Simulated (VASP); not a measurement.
# AlNi (Cmmm) in VASP: a series of runs

The runs below take AlNi through single point, with r2SCAN.

Everything below comes from runs of VASP 6.6.1. Logs are shortened: lines on timing, memory, paths and dates and some standing lists are left out, and cuts for length are marked.

## (1) The cell of the first run

The structure is orthorhombic, space group Cmmm (No. 65). Conventional cell: a = 4.003 Å, b = 4.032 Å, c = 3.199 Å, α = 90.00°, β = 90.00°, γ = 90.00°. Al (site symmetry mmm) has 8 Ni at 2.56 to 2.57 Å and 6 Al at 2.84 to 3.20 Å within 3.4 Å. Within 3.4 Å of Ni (site symmetry mmm) lie 8 Al at 2.56 to 2.57 Å and 6 Ni at 2.84 to 3.20 Å.

## (2) Single point, r2SCAN, collinear spin, ferromagnetic start

POSCAR reads:

```
AlNi
1.0
    2.0012752662     -2.0162391987      0.0000000000
    2.0012752662      2.0162391987      0.0000000000
    0.0000000000      0.0000000000      3.1994799582
Al Ni
1 1
Direct
    0.0000000000      0.0000000000      0.0000000000
    0.5000000000      0.5000000000      0.5000000000
```

INCAR.step1 reads:

```
SYSTEM = AlNi
PREC = Accurate ; ENCUT = 520
ISMEAR = -1 ; SIGMA = 0.15
LREAL = .FALSE. ; LASPH = .TRUE.
NELM = 150 ; ISPIN = 2
MAGMOM = 0 1 ; LMAXMIX = 4
NBANDS = 18 ; GGA = PE
ALGO = Normal ; EDIFF = 1E-4
LWAVE = .TRUE. ; LCHARG = .FALSE.
```

INCAR.step2 reads:

```
SYSTEM = AlNi
PREC = Accurate ; ENCUT = 520
EDIFF = 1E-7 ; ISMEAR = -1
SIGMA = 0.15 ; LREAL = .FALSE.
LASPH = .TRUE. ; NELM = 150
ALGO = Normal ; ISIF = 2
LWAVE = .FALSE. ; LCHARG = .FALSE.
ISPIN = 2 ; MAGMOM = 0 1
LORBIT = 11 ; LMAXMIX = 4
METAGGA = R2SCAN ; LMIXTAU = .TRUE.
NBANDS = 18 ; ISTART = 1
```

KPOINTS reads:

```
Automatic mesh
0
G
  10 10 9
  0 0 0
```

Potentials or basis: VASP PAW PBE potentials, release 64 (Al, Ni).

Launch:

```
$ cat potpaw_PBE.64/Al/POTCAR potpaw_PBE.64/Ni/POTCAR > POTCAR
$ cp INCAR.step1 INCAR
$ mpirun -np 1 vasp_std > vasp.out
$ cp INCAR.step2 INCAR
$ mpirun -np 1 vasp_std > vasp.out
```

OUTCAR:

```text
SYSTEM = AlNi
   PREC = Accurate
   ENCUT = 520
   EDIFF = 1E-7
   ISMEAR = -1
   LREAL = .FALSE.
   LASPH = .TRUE.
   NELM = 150
   ISIF = 2
   ISPIN = 2
   LORBIT = 11
   METAGGA = R2SCAN
   ISTART = 1

 ion  position               nearest neighbor table
   1  0.000  0.000  0.000-   2 2.56   2 2.56   2 2.56   2 2.56   2 2.57   2 2.57   2 2.57   2 2.57

   2  0.500  0.500  0.500-   1 2.56   1 2.56   1 2.56   1 2.56   1 2.57   1 2.57   1 2.57   1 2.57

  LATTYP: Found a base centered orthorhombic cell.
 ALAT       =     4.0025505324
 B/A-ratio  =     1.0074771985
 C/A-ratio  =     0.7993602910

  Lattice vectors:

 A1 = (   2.0012752662,  -2.0162391987,   0.0000000000)
 A2 = (   2.0012752662,   2.0162391987,   0.0000000000)
 A3 = (   0.0000000000,   0.0000000000,   3.1994799582)

Analysis of symmetry for initial positions (statically):
=====================================================================
 Subroutine PRICEL returns:
 Original cell was already a primitive cell.

 Routine SETGRP: Setting up the symmetry group for a
 base centered orthorhombic supercell.

 Subroutine GETGRP returns: Found  8 space group operations
 (whereof  8 operations were pure point group operations)
 out of a pool of  8 trial point group operations.

The static configuration has the point symmetry D_2h.

Analysis of symmetry for dynamics (positions and initial velocities):
=====================================================================
 Subroutine PRICEL returns:
 Original cell was already a primitive cell.

 Routine SETGRP: Setting up the symmetry group for a
 base centered orthorhombic supercell.

 Subroutine GETGRP returns: Found  8 space group operations
 (whereof  8 operations were pure point group operations)
 out of a pool of  8 trial point group operations.

The dynamic configuration has the point symmetry D_2h.

Analysis of structural, dynamic, and magnetic symmetry:
=====================================================================
 Subroutine PRICEL returns:
 Original cell was already a primitive cell.

 Routine SETGRP: Setting up the symmetry group for a
 base centered orthorhombic supercell.

 Subroutine GETGRP returns: Found  8 space group operations
 (whereof  8 operations were pure point group operations)
 out of a pool of  8 trial point group operations.

The overall configuration has the point symmetry D_2h.

 Subroutine INISYM returns: Found  8 space group operations
 (whereof  8 operations are pure point group operations),
 and found     1 'primitive' translations

----------------------------------------------------------------------------------------

                                     Primitive cell

  volume of cell :      25.8201

  direct lattice vectors                    reciprocal lattice vectors
     2.001275266 -2.016239199  0.000000000     0.249840693 -0.247986449  0.000000000
     2.001275266  2.016239199  0.000000000     0.249840693  0.247986449  0.000000000
     0.000000000  0.000000000  3.199479958     0.000000000  0.000000000  0.312550794

  length of vectors
     2.840831427  2.840831427  3.199479958     0.352019390  0.352019390  0.312550794

  position of ions in fractional coordinates (direct lattice)
     0.000000000  0.000000000  0.000000000
     0.500000000  0.500000000  0.500000000

  ion indices of the primitive-cell ions
   primitive index   ion index
                 1           1
                 2           2

----------------------------------------------------------------------------------------

 KPOINTS: Automatic mesh

Automatic generation of k-mesh.
 Grid dimensions read from file:
 generate k-points for:   10   10    9

 Generating k-lattice:

  Cartesian coordinates                     Fractional coordinates (reciprocal lattice)
     0.024984069 -0.024798645  0.000000000     0.100000000  0.000000000  0.000000000
     0.024984069  0.024798645  0.000000000     0.000000000  0.100000000  0.000000000
     0.000000000  0.000000000  0.034727866     0.000000000  0.000000000  0.111111111

  Length of vectors
     0.035201939  0.035201939  0.034727866

  Shift w.r.t. Gamma in fractional coordinates (k-lattice)
     0.000000000  0.000000000  0.000000000

 Subroutine IBZKPT returns following result:
 ===========================================

 Found    155 irreducible k-points:

 Following reciprocal coordinates:
            Coordinates               Weight
  0.000000  0.000000  0.000000      1.000000
  0.100000  0.000000  0.000000      4.000000
  0.200000  0.000000  0.000000      4.000000
  0.300000  0.000000  0.000000      4.000000
  0.400000  0.000000  0.000000      4.000000
  0.500000  0.000000  0.000000      2.000000
[... 16 lines left out ...]
  0.300000  0.300000  0.000000      2.000000
  0.400000  0.300000  0.000000      4.000000
 [... further k-points ...]
   k-points           NKPTS =    155   k-points in BZ     NKDIM =    155   number of bands    NBANDS=     18
   number of dos      NEDOS =    301   number of ions     NIONS =      2
   total plane-waves  NPLWV =  13824
   dimension x,y,z NGX =    24 NGY =   24 NGZ =   24
   dimension x,y,z NGXF=    48 NGYF=   48 NGZF=   48
   ions per type =               1   1
   NGX,Y,Z   is equivalent  to a cutoff of  14.04, 14.04, 12.47 a.u.
   NGXF,Y,Z  is equivalent  to a cutoff of  28.09, 28.09, 24.94 a.u.
 SYSTEM =  AlNi
   PREC   = accura    normal or accurate (medium, high low for compatibility)
   ISTART =      1    job   : 0-new  1-cont  2-samecut
   ICHARG =      0    charge: 1-file 2-atom 10-const
   ISPIN  =      2    spin polarized calculation?
   LNONCOLLINEAR =      F non collinear calculations
   LSORBIT =      F    spin-orbit coupling
   LASPH  =      T    aspherical Exc in radial PAW
   ENCUT  =  520.0 eV  38.22 Ry    6.18 a.u.   5.28  5.28  5.95*2*pi/ulx,y,z
   NELM   =    150;   NELMIN=  2; NELMDL=  0     # of ELM steps
   EDIFF  = 0.1E-06   stopping-criterion for ELM
   LREAL  =      F    real-space projection
   EDIFFG = 0.1E-05   stopping-criterion for IOM
   NSW    =      0    number of steps for IOM
   IBRION =     -1    ionic relax: 0-MD 1-quasi-New 2-CG
   NFREE  =      0    steps in history (QN), initial steepest desc. (CG)
   ISIF   =      2    stress and relaxation
   ISYM   =      2    0-nonsym 1-usesym 2-fastsym
   POTIM  = 0.5000    time-step for ionic-motion
   TEBEG  =    0.0;   TEEND  =   0.0 temperature during run
   PSTRESS=    0.0 pullay stress
   NELECT =      13.0000    total number of electrons
   NUPDOWN=      -1.0000    fix difference up-down
   EMIN   =  10.00;   EMAX   =-10.00  energy-range for DOS
   EFERMI =   0.00;   METHOD = LEGACY
   ISMEAR =    -1;   SIGMA  =   0.15  broadening in eV -4-tet -1-fermi 0-gaus
   EFERMI_NEDOS =   21; number of points for ismear=-14 and -15
   IALGO  =     38    algorithm
   IMIX   =      4    mixing-type and parameters
     AMIX     =   0.40;   BMIX     =  1.00
     AMIX_MAG =   1.60;   BMIX_MAG =  1.00
  volume/ion in A,a.u.               =      12.91        87.12
  Fermi-wavevector in a.u.,A,eV,Ry     =   1.302376  2.461135 23.077989  1.696184
  Thomas-Fermi vector in A             =   2.433448
   LORBIT       =     11    0 simple, 1 ext, 2 COOP (PROOUT), +10 PAW based schemes
   METAGGA = R2SCAN    functional components
   LHFCALC =     F    Hartree Fock is set to
   AEXX    =    0.0000 exact exchange contribution
   IVDW    =     0    specifies the selected vdW correction
   LEPSILON=     F    determine dielectric tensor
   LRPA    =     F    only Hartree local field effects (RPA)
 spin polarized calculation
  energy-cutoff  :      520.00
  volume of cell :       25.82
 maximum number of plane-waves:       716
 NGX is ok and might be reduce to    24
   NGX = 11   NGY = 11   NGZ = 11

 number of electron      12.9999994 magnetization       0.0000125

 Free energy of the ion-electron system (eV)
  ---------------------------------------------------
  ext. energy  EPLUGINS =         0.00000000
  ---------------------------------------------------
  free energy    TOTEN  =       -19.95274570 eV

  energy without entropy =      -19.88375445  energy(sigma->0) =      -19.91825007

 E-fermi :   8.9434     XC(G=0): -12.6161

 val. band max:        8.9386823581   @ k =   0.4000   0.3000   0.1111
 cond. band min:       8.9623062739   @ k =  -0.4000   0.3000   0.1111
 fundamental gap:      0.0236239157
 Fermi energy:         8.9434089693

 spin component 1

 k-point     1 :       0.0000    0.0000    0.0000
  band No.  band energies     occupation
      1      -2.2485      1.00000
      2       5.8049      1.00000
      3       5.9798      1.00000
      4       7.3944      0.99997
      5       7.4113      0.99996
      6       7.6168      0.99986
[... 10 lines left out ...]
     17      32.3243      0.00000
     18      32.3499      0.00000
[... 463 lines left out ...]
 k-point    24 :       0.4000    0.3000    0.0000
  band No.  band energies     occupation
      1       2.3660      1.00000
      2       4.9746      1.00000
      3       6.4525      1.00000
      4       6.6441      1.00000
      5       6.9277      1.00000
      6       6.9304      1.00000
[... 10 lines left out ...]
     17      31.9906      0.00000
     18      32.7510      0.00000

 [... further k-points ...]

 spin component 2

 k-point     1 :       0.0000    0.0000    0.0000
  band No.  band energies     occupation
      1      -2.2485      1.00000
      2       5.8049      1.00000
      3       5.9798      1.00000
      4       7.3944      0.99997
      5       7.4113      0.99996
      6       7.6168      0.99986
[... 10 lines left out ...]
     17      32.3320      0.00000
     18      32.3491      0.00000
[... 463 lines left out ...]
 k-point    24 :       0.4000    0.3000    0.0000
  band No.  band energies     occupation
      1       2.3660      1.00000
      2       4.9746      1.00000
      3       6.4525      1.00000
      4       6.6441      1.00000
      5       6.9277      1.00000
      6       6.9305      1.00000
[... 10 lines left out ...]
     17      31.9906      0.00000
     18      32.7510      0.00000

 [... further k-points ...]

------------------------ aborting loop because EDIFF is reached ----------------------------------------

  FORCE on cell =-STRESS in cart. coord.  units (eV):
  Direction    XX          YY          ZZ          XY          YZ          ZX
  --------------------------------------------------------------------------------------
  -------------------------------------------------------------------------------------
  Total       -1.7252822     -1.9295722     -2.6948926      0.0000000      0.0000000      0.0000000
  in kB     -107.0563532   -119.7328586   -167.2221393      0.0000000      0.0000000      0.0000000
  external PRESSURE =    -131.3371170 kB  Pullay stress =       0.0000000 kB

 VOLUME and BASIS-vectors are now :
 -----------------------------------------------------------------------------
  energy-cutoff  :      520.00
  volume of cell :       25.82
      direct lattice vectors                 reciprocal lattice vectors
     2.001275266 -2.016239199  0.000000000     0.249840693 -0.247986449  0.000000000
     2.001275266  2.016239199  0.000000000     0.249840693  0.247986449  0.000000000
     0.000000000  0.000000000  3.199479958     0.000000000  0.000000000  0.312550794

 POSITION                                       TOTAL-FORCE (eV/Angst)
 -----------------------------------------------------------------------------------
      0.00000      0.00000      0.00000        -0.000000      0.000000      0.000000
      2.00128      0.00000      1.59974         0.000000     -0.000000      0.000000
 -----------------------------------------------------------------------------------
    total drift:                                0.000000      0.000000     -0.000000

  FREE ENERGIE OF THE ION-ELECTRON SYSTEM (eV)
  ---------------------------------------------------
  free  energy   TOTEN  =       -19.9527456956 eV

  energy  without entropy=      -19.8837544477  energy(sigma->0) =      -19.91825007

 total charge

# of ion       s       p       d       tot
------------------------------------------
    1        0.375   0.395   0.000   0.770
    2        0.457   0.478   8.442   9.377
--------------------------------------------------
tot          0.832   0.874   8.442  10.147

 magnetization (x)

# of ion       s       p       d       tot
------------------------------------------
    1        0.000   0.000   0.000   0.000
    2        0.000  -0.000   0.000   0.000
--------------------------------------------------
tot          0.000  -0.000   0.000   0.000
```

Wall time 1.9 min (1 thread of Intel Xeon 6975P-C (Granite Rapids), shared host); peak memory 0.24 GiB.

Results:

| Item | Value |
| --- | --- |
| Free energy | -19.9527 eV |
| Pressure | -13.1 GPa |
| Net moment | 0.00 μB per cell |
| Valence electrons inside the program's atomic spheres | Al 0.77; Ni 9.38 |

Caveat: the PAW data sets were made with another functional, which shifts forces and pressure a little.

## (3) Single point, r2SCAN, collinear spin, ferromagnetic start

This run uses another cell than the first one, of 10.56 Å³/atom, 0.818 times its volume.

POSCAR reads:

```
AlNi
1.0
    1.8717884770     -1.8857842111      0.0000000000
    1.8717884770      1.8857842111      0.0000000000
    0.0000000000      0.0000000000      2.9924667633
Al Ni
1 1
Direct
    0.0000000000      0.0000000000      0.0000000000
    0.5000000000      0.5000000000      0.5000000000
```

INCAR.step1 reads:

```
SYSTEM = AlNi
  PREC = Accurate
  ENCUT = 520
  ISMEAR = -1
  SIGMA = 0.15
  LREAL = .FALSE.
  LASPH = .TRUE.
  NELM = 150
  ISPIN = 2
  MAGMOM = 0 1
  LMAXMIX = 4
  NBANDS = 18
  GGA = PE
  ALGO = Normal
  EDIFF = 1E-4
  LWAVE = .TRUE.
  LCHARG = .FALSE.
```

INCAR.step2 reads:

```
SYSTEM = AlNi
  PREC = Accurate
  ENCUT = 520
  EDIFF = 1E-6
  ISMEAR = -1
  SIGMA = 0.15
  LREAL = .FALSE.
  LASPH = .TRUE.
  NELM = 150
  ALGO = Normal
  ISIF = 2
  LWAVE = .FALSE.
  LCHARG = .FALSE.
  ISPIN = 2
  MAGMOM = 0 1
  LORBIT = 11
  LMAXMIX = 4
  METAGGA = R2SCAN
  LMIXTAU = .TRUE.
  NBANDS = 18
  ISTART = 1
```

KPOINTS reads:

```
regular mesh
0
G
  10 10 9
  0 0 0
```

Potentials or basis: VASP PAW PBE potentials, release 64 (Al, Ni).

Launch:

```
$ cat potpaw_PBE.64/Al/POTCAR potpaw_PBE.64/Ni/POTCAR > POTCAR
$ cp INCAR.step1 INCAR
$ mpirun -np 1 vasp_std > vasp.out
$ cp INCAR.step2 INCAR
$ mpirun -np 1 vasp_std > vasp.out
```

Run time: 3 min. Hardware: 1 thread of AMD EPYC 9R45 (Zen 5), shared host; peak memory 0.18 GiB.

The run converged. Its results:

```yaml
Free_energy: -19.8883 eV
Pressure: 24.1 GPa
Net_moment: 0.00 μB per cell
Valence_electrons_inside_the_program's_atomic_spheres: Al 0.89; Ni 9.75
```

Stress tensor (GPa, compression positive):
```
28.42  0.00  0.00
 0.00 26.20  0.00
 0.00  0.00 17.61
```

Levels at points of the mesh, in eV from the Fermi level:
Spin up:
```
           k point  band 3  band 4  band 5  band 6  band 7  band 8  band 9  band 10  band 11  band 12
(0.00, 0.00, 0.00)   -3.97   -2.02   -2.00   -1.71    3.40    7.79    8.14     8.18     9.32    17.91
(0.50, 0.00, 0.00)   -3.40   -3.31   -2.56   -1.86   -0.40    8.42    8.55    10.93    12.89    14.86
(0.50, 0.50, 0.00)   -2.99   -2.99   -2.89   -2.74   -1.00    2.55    4.15    12.74    15.07    15.18
```
Spin down:
```
           k point  band 4  band 5  band 6  band 7  band 8  band 9  band 10  band 11
(0.00, 0.00, 0.00)   -2.02   -2.00   -1.71    3.40    7.79    8.14     8.18     9.32
(0.50, 0.00, 0.00)   -3.31   -2.56   -1.86   -0.40    8.42    8.55    10.93    12.89
(0.50, 0.50, 0.00)   -2.99   -2.89   -2.74   -1.00    2.55    4.15    12.74    15.07
```

Caveat: the PAW data sets were made with another functional, which shifts forces and pressure a little.

## (4) Single point, r2SCAN, collinear spin, ferromagnetic start

This run uses another cell than the first one, of 10.86 Å³/atom, 0.841 times its volume.

POSCAR reads:

```
AlNi
1.0
    1.8889618076     -1.9030859501      0.0000000000
    1.8889618076      1.9030859501      0.0000000000
    0.0000000000      0.0000000000      3.0199221205
Al Ni
1 1
Direct
    0.0000000000      0.0000000000      0.0000000000
    0.5000000000      0.5000000000      0.5000000000
```

INCAR.step1 reads:

```
SYSTEM = AlNi
PREC = Accurate
ENCUT = 520
ISMEAR = -1
SIGMA = 0.15
LREAL = .False.
LASPH = .True.
NELM = 150
ISPIN = 2
MAGMOM = 0 1
LMAXMIX = 4
NBANDS = 18
GGA = PE
ALGO = Normal
EDIFF = 1E-4
LWAVE = .True.
LCHARG = .False.
```

INCAR.step2 reads:

```
SYSTEM = AlNi
PREC = Accurate
ENCUT = 520
EDIFF = 1E-7
ISMEAR = -1
SIGMA = 0.15
LREAL = .False.
LASPH = .True.
NELM = 150
ALGO = Normal
ISIF = 2
LWAVE = .False.
LCHARG = .False.
ISPIN = 2
MAGMOM = 0 1
LORBIT = 11
LMAXMIX = 4
METAGGA = R2SCAN
LMIXTAU = .True.
NBANDS = 18
ISTART = 1
```

KPOINTS reads:

```
regular mesh
0
Gamma
  10 10 9
  0 0 0
```

Launch:

```
$ cat potpaw_PBE.64/Al/POTCAR potpaw_PBE.64/Ni/POTCAR > POTCAR
$ cp INCAR.step1 INCAR
$ mpirun -np 1 vasp_std > vasp.out
$ cp INCAR.step2 INCAR
$ mpirun -np 1 vasp_std > vasp.out
```

Run time: 3.4 min. Hardware: 1 thread of AMD EPYC 9R45 (Zen 5), shared host; peak memory 0.18 GiB.

Results (log left out):

| Property | Result |
| --- | --- |
| Free energy | -19.9632 eV |
| Pressure | 16.9 GPa |
| Net moment | 0.00 μB per cell |
| Valence electrons inside the program's atomic spheres | Al 0.87; Ni 9.69 |

Stress tensor (GPa, compression positive):
```
20.96  0.00  0.00
 0.00 18.89  0.00
 0.00  0.00 10.93
```

Levels at points of the mesh, in eV from the Fermi level:
Spin up:
| k point | band 5 | band 6 | band 7 | band 8 | band 9 | band 10 |
| --- | --- | --- | --- | --- | --- | --- |
| (0.00, 0.00, 0.00) | -1.92 | -1.65 | 3.32 | 7.68 | 7.97 | 8.01 |
| (0.50, 0.00, 0.00) | -2.47 | -1.79 | -0.39 | 8.38 | 8.45 | 10.66 |
| (0.50, 0.50, 0.00) | -2.82 | -2.68 | -0.96 | 2.49 | 3.98 | 12.45 |
Spin down:
| k point | band 4 | band 5 | band 6 | band 7 | band 8 | band 9 | band 10 | band 11 |
| --- | --- | --- | --- | --- | --- | --- | --- | --- |
| (0.00, 0.00, 0.00) | -1.95 | -1.92 | -1.65 | 3.32 | 7.68 | 7.97 | 8.01 | 9.22 |
| (0.50, 0.00, 0.00) | -3.20 | -2.47 | -1.79 | -0.39 | 8.38 | 8.45 | 10.66 | 12.72 |
| (0.50, 0.50, 0.00) | -2.87 | -2.82 | -2.68 | -0.96 | 2.49 | 3.98 | 12.45 | 14.86 |

Caveat: the PAW data sets were made with another functional, which shifts forces and pressure a little.

## (5) The runs side by side

| cell | gap on the mesh (eV) | pressure (GPa) | moment (μB) |
| --- | --- | --- | --- |
| a = 2.841, b = 2.841, c = 3.199 Å, angles 90.0, 90.0, 90.4°, 2 atoms | none | -13.1 | 0.00 |
| a = 2.657, b = 2.657, c = 2.992 Å, angles 90.0, 90.0, 90.4°, 2 atoms | none | 24.1 | 0.00 |
| a = 2.681, b = 2.681, c = 3.020 Å, angles 90.0, 90.0, 90.4°, 2 atoms | none | 16.9 | 0.00 |

Alike in all rows: task single point; level r2SCAN; potentials or basis VASP PAW PBE potentials, release 64 (Al, Ni); spin collinear, ferromagnetic start; k mesh 10 × 10 × 9; cutoff (eV) 520; smearing fermi-dirac 0.15 eV.

Caveats: the PAW data sets were made with another functional, which shifts forces and pressure a little.

Absolute energies hang on the potentials; compare differences alone.
